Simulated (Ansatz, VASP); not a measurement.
# Cd: VASP beside Ansatz

```xyz
2
Lattice="2.9789 0.0000 0.0000 -1.4894 2.5798 0.0000 0.0000 0.0000 5.6177" Properties=species:S:1:pos:R:3 pbc="T T T"
Cd    0.0000    1.7199    1.4044
Cd    1.4894    0.8599    4.2132
```

Alike in both runs: task electric field gradients; functional LDA; k mesh 14 × 14 × 7; occupations fermi-dirac, width 0.05 eV; no spin polarisation.

```csv
,VASP,Ansatz
version,VASP 6.6.1,Ansatz 0.2.0
potentials or method,"VASP PAW LDA potentials, release 64 (Cd_sv_GW)","PAW with Ansatz's default frozen-core files, scalar-relativistic"
plane-wave cutoff (eV),470,420
valence electrons in the cell,40,40
```

```tsv
	VASP	Ansatz	Ansatz less VASP
size of Vzz on the site where it differs most (V/Å²)	81.2	74.2	-6.97
```

LDA's correlation is that of Perdew and Zunger in VASP and of Perdew and Wang (1992) in Ansatz.
